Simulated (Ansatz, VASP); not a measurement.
**Two plane-wave programs on Mg2O**

```
CELL_PARAMETERS angstrom
4.08486 0.00000 0.00000
-2.04243 3.53759 0.00000
0.00000 0.00000 2.87314
ATOMIC_POSITIONS crystal
Mg 0.33333 0.66667 0.50000
Mg 0.66667 0.33333 0.50000
O 0.00000 0.00000 0.00000
```

Alike in both runs: task single point; functional PBE; k mesh 6 × 6 × 6; occupations gaussian, width 0.1 eV; no spin polarisation.

```csv
,VASP,Ansatz
version,VASP 6.6.1,Ansatz 0.2.0
potentials or method,"VASP PAW PBE potentials, release 64 (Mg, O), cutoff 520 eV","scalar-relativistic, plane waves, PAW"
valence electrons in the cell,10,26
```

Ansatz gave:

* gap on the k mesh at the Fermi level (eV): none
* pressure (GPa): 15.1
* traceless stress, the component that is largest in VASP (GPa): -7.50

Question: Which values does VASP return?

Answer: gap on the k mesh at the Fermi level (eV): none; pressure (GPa): 15.0; traceless stress, the component that is largest in VASP (GPa): -7.63.

A gap of «none» marks a metal or a gap that the smearing closes. VASP's potentials hold 10 valence electrons a cell and Ansatz's 26, so a difference there can come from the potentials and not from the codes.

The k mesh is coarse, so the values compare programs but aren't converged.
